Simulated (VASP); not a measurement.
# O (R-3m) in VASP: further runs

Runs on O. Level: PBE-based screened hybrid with 25 % exact exchange. Tasks: single point.

Everything below comes from runs of VASP 6.6.1. Logs are shortened: lines on timing, memory, paths and dates and some standing lists are left out, and cuts for length are marked.

### Step 1. The cell of the first run

It takes space group R-3m (No. 166, trigonal). Conventional cell: a = 3.350 Å, b = 3.350 Å, c = 11.196 Å, α = 90.00°, β = 90.00°, γ = 120.00°. O (site symmetry 3m) has 1 O at 1.22 Å within 1.6 Å.

### Step 2. Single point, PBE-based screened hybrid with 25 % exact exchange

File POSCAR:

```
O
1.0
    1.6749479049      0.9670316238      3.7319995215
   -1.6749479049      0.9670316238      3.7319995215
    0.0000000000     -1.9340632475      3.7319995215
O
2
Direct
    0.0546147200      0.0546147200      0.0546147200
    0.9453852800      0.9453852800      0.9453852800
```

File INCAR.step1:

```
SYSTEM = O
PREC = Accurate
ENCUT = 520
EDIFF = 1E-5
ISMEAR = -1
SIGMA = 0.05
LREAL = .FALSE.
LASPH = .TRUE.
NELM = 80
ALGO = Normal
ISIF = 2
LWAVE = .TRUE.
GGA = PE
NBANDS = 13
```

File INCAR.step2:

```
SYSTEM = O
PREC = Accurate
ENCUT = 520
EDIFF = 1E-6
ISMEAR = -1
SIGMA = 0.05
LREAL = .FALSE.
LASPH = .TRUE.
NELM = 80
ALGO = Normal
ISIF = 2
LWAVE = .FALSE.
LCHARG = .TRUE.
GGA = PE
LHFCALC = .TRUE.
AEXX = 0.25
HFSCREEN = 0.4
PRECFOCK = Normal
LELF = .TRUE.
LVHAR = .TRUE.
ISTART = 1
NBANDS = 13
```

File KPOINTS:

```
Automatic mesh
0
G
  5 5 5
  0 0 0
```

Potentials or basis: VASP PAW PBE potentials, release 64 (O).

The run is started by

```
$ cat potpaw_PBE.64/O/POTCAR > POTCAR
$ cp INCAR.step1 INCAR
$ mpirun -np 1 vasp_std > vasp.out
$ cp INCAR.step2 INCAR
$ mpirun -np 1 vasp_std > vasp.out
```

OUTCAR:

```text
SYSTEM = O
   PREC = Accurate
   ENCUT = 520
   EDIFF = 1E-6
   ISMEAR = -1
   LREAL = .FALSE.
   LASPH = .TRUE.
   NELM = 80
   ISIF = 2
   GGA = PE
   LHFCALC = .TRUE.
   AEXX = 0.25
   HFSCREEN = 0.4
   PRECFOCK = Normal
   ISTART = 1

 ion  position               nearest neighbor table
   1  0.055  0.055  0.055-   2 1.22
   2  0.945  0.945  0.945-   1 1.22

  LATTYP: Found a trigonal (rhomboedric) cell.
 ALAT       =     4.2033820995
 COS(alpha) =     0.6824333683

  Lattice vectors:

 A1 = (   1.6749479049,   0.9670316238,   3.7319995215)
 A2 = (  -1.6749479049,   0.9670316238,   3.7319995215)
 A3 = (   0.0000000000,  -1.9340632475,   3.7319995215)

Analysis of symmetry for initial positions (statically):
=====================================================================
 Subroutine PRICEL returns:
 Original cell was already a primitive cell.

 Routine SETGRP: Setting up the symmetry group for a
 trigonal (rhombohedral) supercell.

 Subroutine GETGRP returns: Found 12 space group operations
 (whereof 12 operations were pure point group operations)
 out of a pool of 12 trial point group operations.

The static configuration has the point symmetry D_3d.

Analysis of symmetry for dynamics (positions and initial velocities):
=====================================================================
 Subroutine PRICEL returns:
 Original cell was already a primitive cell.

 Routine SETGRP: Setting up the symmetry group for a
 trigonal (rhombohedral) supercell.

 Subroutine GETGRP returns: Found 12 space group operations
 (whereof 12 operations were pure point group operations)
 out of a pool of 12 trial point group operations.

The dynamic configuration has the point symmetry D_3d.

 Subroutine INISYM returns: Found 12 space group operations
 (whereof 12 operations are pure point group operations),
 and found     1 'primitive' translations

----------------------------------------------------------------------------------------

                                     Primitive cell

  volume of cell :      36.2689
[... 91 lines left out ...]
   POTIM  = 0.5000    time-step for ionic-motion
   TEBEG  =    0.0;   TEEND  =   0.0 temperature during run
   PSTRESS=    0.0 pullay stress
   NELECT =      12.0000    total number of electrons
   NUPDOWN=      -1.0000    fix difference up-down
   EMIN   =  10.00;   EMAX   =-10.00  energy-range for DOS
   EFERMI =   0.00;   METHOD = LEGACY
   ISMEAR =    -1;   SIGMA  =   0.05  broadening in eV -4-tet -1-fermi 0-gaus
   EFERMI_NEDOS =   21; number of points for ismear=-14 and -15
   IALGO  =     38    algorithm
   IMIX   =      1    mixing-type and parameters
     AMIX     =   0.40;   BMIX     =  1.00
     AMIX_MAG =   1.60;   BMIX_MAG =  1.00
  volume/ion in A,a.u.               =      18.13       122.38
  Fermi-wavevector in a.u.,A,eV,Ry     =   1.132288  2.139714 17.443710  1.282077
  Thomas-Fermi vector in A             =   2.268989
   LORBIT       =      0    0 simple, 1 ext, 2 COOP (PROOUT), +10 PAW based schemes
   GGA     = PE    functional components
   LHFCALC =     T    Hartree Fock is set to
   PRECFOCK=normal    Normal, Fast or Accurate (Low or Medium for compatibility)
   ENCUT4O =  -1.0   cutoff for four orbital integrals eV
   NKREDX  =     1    reduce k-point grid by
   NKREDY  =     1    reduce k-point grid by
   NKREDZ  =     1    reduce k-point grid by
   AEXX    =    0.2500 exact exchange contribution
   HFSCREEN=    0.4000 screening length (either q_TF or 0.3 A-1)
   HFSCREENC=   0.4000 screening length for correlation (either q_TF or 0.3 A-1)
   ENCUTFOCK=  -1.0 apply spherical cutoff to Coloumb kernel
   IVDW    =     0    specifies the selected vdW correction
   LEPSILON=     F    determine dielectric tensor
   LRPA    =     F    only Hartree local field effects (RPA)
 non-spin polarized calculation
  energy-cutoff  :      520.00
  volume of cell :       36.27
 maximum number of plane-waves:       995
  NGX = 24; NGY = 24; NGZ = 24

 number of electron      11.9999996 magnetization

 Free energy of the ion-electron system (eV)
  ---------------------------------------------------
  ext. energy  EPLUGINS =         0.00000000
  ---------------------------------------------------
  free energy    TOTEN  =       -11.21415843 eV

  energy without entropy =      -11.17841524  energy(sigma->0) =      -11.19628683

 E-fermi :  -2.4266     XC(G=0):  -6.3344

 val. band max:       -2.4634337670   @ k =   0.4000   0.4000   0.2000
 cond. band min:      -2.4175934907   @ k =  -0.2000   0.2000   0.0000
 fundamental gap:      0.0458402763
 Fermi energy:        -2.4266356452

 k-point     1 :       0.0000    0.0000    0.0000
  band No.  band energies     occupation
      1     -31.3339      2.00000
      2     -18.0745      2.00000
      3     -11.1707      2.00000
      4      -9.6258      2.00000
      5      -9.6258      2.00000
      6      -2.1703      0.01181
      7      -2.1703      0.01181
      8       4.5270      0.00000
      9       9.3436      0.00000
     10      11.6302      0.00000
     11      13.8652      0.00000
     12      16.2471      0.00000
     13      16.2471      0.00000
[... 274 lines left out ...]
  band No.  band energies     occupation
      1     -31.2749      2.00000
      2     -18.4138      2.00000
      3     -10.2738      2.00000
      4      -9.9904      2.00000
      5      -9.7504      2.00000
      6      -2.3653      0.45319
      7      -2.0709      0.00163
      8       5.6689      0.00000
      9       6.6612      0.00000
     10      10.6148      0.00000
     11      12.5741      0.00000
     12      16.0978      0.00000
     13      17.6331      0.00000

------------------------ aborting loop because EDIFF is reached ----------------------------------------

  FORCE on cell =-STRESS in cart. coord.  units (eV):
  Direction    XX          YY          ZZ          XY          YZ          ZX
  --------------------------------------------------------------------------------------
  -------------------------------------------------------------------------------------
  Total       -0.9838157     -0.9838157     -1.3118496      0.0000000     -0.0000000      0.0000000
  in kB      -43.4599816    -43.4599816    -57.9508531      0.0000000     -0.0000000      0.0000000
  external PRESSURE =     -48.2902721 kB  Pullay stress =       0.0000000 kB

 VOLUME and BASIS-vectors are now :
 -----------------------------------------------------------------------------
  energy-cutoff  :      520.00
  volume of cell :       36.27
      direct lattice vectors                 reciprocal lattice vectors
     1.674947905  0.967031624  3.731999522     0.298516747  0.172348724  0.089317625
    -1.674947905  0.967031624  3.731999522    -0.298516747  0.172348724  0.089317625
     0.000000000 -1.934063247  3.731999522     0.000000000 -0.344697449  0.089317625

 POSITION                                       TOTAL-FORCE (eV/Angst)
 -----------------------------------------------------------------------------------
      0.00000      0.00000      0.61147         0.000000     -0.000000     -0.900908
      0.00000      0.00000     10.58453         0.000000      0.000000      0.900908
 -----------------------------------------------------------------------------------
    total drift:                               -0.000000      0.000000     -0.000000

  FREE ENERGIE OF THE ION-ELECTRON SYSTEM (eV)
  ---------------------------------------------------
  free  energy   TOTEN  =       -11.2141584261 eV

  energy  without entropy=      -11.1784152381  energy(sigma->0) =      -11.19628683
```

OUTCAR.step1:

```text
SYSTEM = O
   PREC = Accurate
   ENCUT = 520
   EDIFF = 1E-5
   ISMEAR = -1
[... 519 lines left out ...]
      0.00000      0.00000      0.61147         0.000000      0.000000      0.753435
      0.00000      0.00000     10.58453         0.000000     -0.000000     -0.753435
 -----------------------------------------------------------------------------------
    total drift:                               -0.000000     -0.000000      0.000000

  FREE ENERGIE OF THE ION-ELECTRON SYSTEM (eV)
  ---------------------------------------------------
  free  energy   TOTEN  =        -9.1528654615 eV

  energy  without entropy=       -9.1111868323  energy(sigma->0) =       -9.13202615
```

OSZICAR.step1:

```text
N       E                     dE             d eps       ncg     rms          rms(c)
DAV:   1     0.439196712166E+02    0.43920E+02   -0.58111E+03   494   0.804E+02
DAV:   2    -0.752602955900E+01   -0.51446E+02   -0.49381E+02   684   0.176E+02
DAV:   3    -0.942935970746E+01   -0.19033E+01   -0.18690E+01   579   0.330E+01
DAV:   4    -0.943728405071E+01   -0.79243E-02   -0.79207E-02   554   0.251E+00
DAV:   5    -0.943732355503E+01   -0.39504E-04   -0.39504E-04   579   0.171E-01    0.445E+00
DAV:   6    -0.919936251253E+01    0.23796E+00   -0.20367E-01   534   0.415E+00    0.233E+00
DAV:   7    -0.915039591880E+01    0.48967E-01   -0.18829E-01   584   0.385E+00    0.463E-01
DAV:   8    -0.915276321572E+01   -0.23673E-02   -0.17213E-02   499   0.105E+00    0.915E-02
DAV:   9    -0.915285254263E+01   -0.89327E-04   -0.12074E-04   584   0.106E-01    0.277E-02
DAV:  10    -0.915286378830E+01   -0.11246E-04   -0.24894E-05   524   0.426E-02    0.990E-03
DAV:  11    -0.915286546152E+01   -0.16732E-05   -0.51556E-06   518   0.201E-02
   1 F= -.91528655E+01 E0= -.91320261E+01  d E =-.416786E-01
```

It took 16 min on 1 thread of AMD EPYC 7R43 (Zen 3), shared host; peak memory 0.23 GiB.

What came out:

- Free energy: -11.2142 eV
- Pressure: -4.8 GPa
- Largest force: 0.901 eV/Å
- Band gap on the k mesh: zero (bands 6 and 7 overlap by 0.56 eV)

Forces on the atoms (eV/Å):
```
O    0.000  0.000 -0.901
O    0.000  0.000  0.901
```

Stress tensor (GPa, compression positive):
```
-4.35  0.00  0.00
 0.00 -4.35  0.00
 0.00  0.00 -5.80
```

Levels at points of the mesh, in eV from the Fermi level:
```tsv
k point	band 4	band 5	band 6	band 7	band 8	band 9
(0.00, 0.00, 0.00)	-7.20	-7.20	0.26	0.26	6.95	11.77
```

Caveat: the k points lie up to 0.45 Å⁻¹ apart, too coarse for converged energies and pressures of a metal; the standard files for N, O and F lose accuracy on very short bonds; spin is off for a triplet molecule; this functional lacks dispersion, which holds the molecules together, so the pressure and a relaxed volume are unreliable; the PAW data sets were made with another functional, which shifts forces and pressure a little.

### Step 3. Single point, PBE-based screened hybrid with 25 % exact exchange

POSCAR is that of step 2.

File INCAR.step1:

```
SYSTEM = O
PREC = Accurate
ENCUT = 520
EDIFF = 1E-5
ISMEAR = -1
SIGMA = 0.05
LREAL = .False.
LASPH = .True.
NELM = 60
ALGO = Normal
ISIF = 2
LWAVE = .True.
LCHARG = .False.
GGA = PE
NBANDS = 13
```

File INCAR.step2:

```
SYSTEM = O
PREC = Accurate
ENCUT = 520
EDIFF = 1E-7
ISMEAR = -1
SIGMA = 0.05
LREAL = .False.
LASPH = .True.
NELM = 60
ALGO = Normal
ISIF = 2
LWAVE = .False.
LCHARG = .False.
GGA = PE
LHFCALC = .True.
AEXX = 0.25
HFSCREEN = 0.6
PRECFOCK = Normal
ISTART = 1
NBANDS = 13
```

File KPOINTS:

```
Automatic mesh
0
Gamma
  5 5 5
  0 0 0
```

Potentials or basis: VASP PAW PBE potentials, release 64 (O).

The run is started by

```
$ cat potpaw_PBE.64/O/POTCAR > POTCAR
$ cp INCAR.step1 INCAR
$ mpirun -np 1 vasp_std > vasp.out
$ cp INCAR.step2 INCAR
$ mpirun -np 1 vasp_std > vasp.out
```

It took 21 min on 1 thread of AMD EPYC 7R43 (Zen 3), shared host; peak memory 0.23 GiB.

Results (log left out):

```
Free energy            : -10.7056 eV
Pressure               : -4.2 GPa
Largest force          : 0.689 eV/Å
Band gap on the k mesh : zero (bands 6 and 7 overlap by 0.50 eV)
```

Forces on the atoms (eV/Å):
```
O    0.000  0.000 -0.689
O    0.000  0.000  0.689
```

Stress tensor (GPa, compression positive):
```
-4.01  0.00  0.00
 0.00 -4.01  0.00
 0.00  0.00 -4.62
```

Levels at points of the mesh, in eV from the Fermi level:
| k point | band 2 | band 3 | band 4 | band 5 | band 6 | band 7 | band 8 | band 9 | band 10 | band 11 |
| --- | --- | --- | --- | --- | --- | --- | --- | --- | --- | --- |
| (0.00, 0.00, 0.00) | -15.30 | -8.47 | -6.94 | -6.94 | 0.23 | 0.23 | 6.80 | 11.49 | 13.89 | 16.11 |

Caveat: the k points lie up to 0.45 Å⁻¹ apart, too coarse for converged energies and pressures of a metal; the standard files for N, O and F lose accuracy on very short bonds; spin is off for a triplet molecule; this functional lacks dispersion, which holds the molecules together, so the pressure and a relaxed volume are unreliable; the PAW data sets were made with another functional, which shifts forces and pressure a little.
